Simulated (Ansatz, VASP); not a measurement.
**Al12NO: VASP beside Ansatz**

The input INCAR:

```
SYSTEM = Al12NO
  PREC = Accurate
  ENCUT = 520
  EDIFF = 1E-7
  ISMEAR = 0
  SIGMA = 0.1
  LREAL = .False.
  LASPH = .True.
  NELM = 150
  ALGO = Normal
  ISIF = 2
  LWAVE = .False.
  LCHARG = .False.
  ISPIN = 2
  MAGMOM = 0 0 0 0 0 0 0 0 0 0 0 0 1 0
  LORBIT = 11
  LDIPOL = .True.
  IDIPOL = 3
  DIPOL = 0.5 0.5 0.305
  GGA = PE
  NBANDS = 40
```

KPOINTS

```
regular mesh
0
Gamma
  5 5 1
  0 0 0
```

Contents of POSCAR:

```
Al12NO
1.0
    5.7143028096      0.0000000000      0.0000000000
    0.0000000000      5.7143028096      0.0000000000
    0.0000000000      0.0000000000     22.1750227966
Al N O
12 1 1
Direct
    0.2500000000      0.2500000000      0.1803831291
    0.2500000000      0.7500000000      0.1803831291
    0.7500000000      0.2500000000      0.1803831291
    0.7500000000      0.7500000000      0.1803831291
    0.0000000000      0.0000000000      0.2744094953
    0.0000000000      0.5000000000      0.2744094953
    0.5000000000      0.0000000000      0.2744094953
    0.5000000000      0.5000000000      0.2744094953
    0.2500000000      0.2500000000      0.3686590481
    0.2500000000      0.7500000000      0.3686590481
    0.7500000000      0.2500000000      0.3686590481
    0.7500000000      0.7500000000      0.3686590481
    0.4072502775      0.5000000000      0.4859080821
    0.5927497225      0.5000000000      0.4859080821
```

Input for Ansatz:

```yaml
crystal:
  lattice:
    - [5.7143028096, 0.0, 0.0]
    - [0.0, 5.7143028096, 0.0]
    - [0.0, 0.0, 22.1750227966]
  atoms:
    - { symbol: Al, position: [0.25, 0.25, 0.1803831291] }
    - { symbol: Al, position: [0.25, 0.75, 0.1803831291] }
    - { symbol: Al, position: [0.75, 0.25, 0.1803831291] }
    - { symbol: Al, position: [0.75, 0.75, 0.1803831291] }
    - { symbol: Al, position: [0.0, 0.0, 0.2744094953] }
    - { symbol: Al, position: [0.0, 0.5, 0.2744094953] }
    - { symbol: Al, position: [0.5, 0.0, 0.2744094953] }
    - { symbol: Al, position: [0.5, 0.5, 0.2744094953] }
    - { symbol: Al, position: [0.25, 0.25, 0.3686590481] }
    - { symbol: Al, position: [0.25, 0.75, 0.3686590481] }
    - { symbol: Al, position: [0.75, 0.25, 0.3686590481] }
    - { symbol: Al, position: [0.75, 0.75, 0.3686590481] }
    - { symbol: "N", position: [0.4072502775, 0.5, 0.4859080821], spin: 1.0 }
    - { symbol: O, position: [0.5927497225, 0.5, 0.4859080821] }
basis:
  ecutwfc: 420
kpoints:
  mp_grid: { grid: [5, 5, 1] }
hamiltonian:
  xc: pbe
scf:
  occupations: { method: gaussian, width: 0.1 }
output:
  forces: true
  eigenvalues: true
  populations: true
  write_density: true
  write_potential: true
  elf: true
  volumetric_format: npy
magnetization:
  spin_polarized: true
efield:
  axis: 3
  dipole_correction: true
  ramp_width: 0.04
```

Alike in both runs: task single point; functional PBE; k mesh 5 × 5 × 1; occupations gaussian, width 0.1 eV; collinear spin.

|  | VASP | Ansatz |
| --- | --- | --- |
| version | VASP 6.6.1 | Ansatz 0.2.0 |
| potentials or method | VASP PAW PBE potentials, release 64 (Al, N, O), cutoff 520 eV | scalar-relativistic, plane waves, PAW |
| valence electrons in the cell | 47 | 47 |

Ansatz gave:

```
gap on the k mesh at the Fermi level (eV)                     : none
rms of the force components (eV/Å)                            : 2.758
net moment per atom (μB)                                      : 0.05
size of the moment on the site where the two differ most (μB) : 0.11
```

What did VASP give for the same quantities?

gap on the k mesh at the Fermi level (eV): none; rms of the force components (eV/Å): 3.509; net moment per atom (μB): 0.01; size of the moment on the site where the two differ most (μB): 0.05.

Site moments also hang on the region over which each program counts them. Atom by atom the forces differ by 0.752 eV/Å (rms over components). A gap of «none» marks a metal or a gap that the smearing closes. The functional is the same, so the differences come from potentials, cutoffs and numerics. Ansatz's warnings: xc potential rough in thin density.

Noted on VASP's run: the standard files for N, O and F lose accuracy on very short bonds.
